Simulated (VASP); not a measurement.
Set up this calculation in VASP 6.6.1, as the native input.

| Item | Value |
| --- | --- |
| Task | single point |
| Functional | PBE |
| Potentials or basis | VASP PAW PBE potentials, release 64 (K_sv, Br) |
| Cutoff | 520 eV |
| k mesh | 6 × 6 × 4 |
| Occupations | gaussian, width 0.01 eV |
| Spin | no spin polarisation |
| Dipole correction | no |
| Further INCAR settings | ALGO = Normal; EDIFF = 1e-07; NBANDS = 24 |

The structure of KBr lies in POSCAR:

```
KBr
1.0
    5.6185814693      0.0000000000      0.0000000000
   -2.8092907347      4.8658342857      0.0000000000
    0.0000000000      0.0000000000      6.5538301001
K Br
2 2
Direct
    0.3333333333      0.6666666667     -0.0625000000
    0.6666666667      0.3333333333      0.4375000000
    0.3333333333      0.6666666667      0.4375000000
    0.6666666667      0.3333333333      0.9375000000
```

These files were run (other wordings do the same):

INCAR

```
PREC = Accurate
ENCUT = 520
EDIFF = 1E-7
ISMEAR = 0
SIGMA = 0.01
LREAL = F
LASPH = T
NELM = 60
ALGO = Normal
ISIF = 2
LWAVE = F
LCHARG = F
GGA = PE
NBANDS = 24
```

KPOINTS

```
regular mesh
0
Gamma
  6 6 4
```

Potentials or basis: VASP PAW PBE potentials, release 64 (K_sv, Br).

The run is started by

```sh
$ cat potpaw_PBE.64/K_sv/POTCAR potpaw_PBE.64/Br/POTCAR > POTCAR
$ mpirun -np 1 vasp_std > vasp.out
```

Results of the run:

| Item | Value |
| --- | --- |
| Pressure | 0.4 GPa |
| Band gap on the k mesh | 4.19 eV |

Caveat: the structure was generated, so it needn't be the stable form of KBr.

It took 86 s on 1 thread of Intel(R) Xeon(R) Platinum 8124M CPU @ 3.00GHz (Skylake/Cascade Lake), with other jobs on the host, peak memory 0.33 GiB.
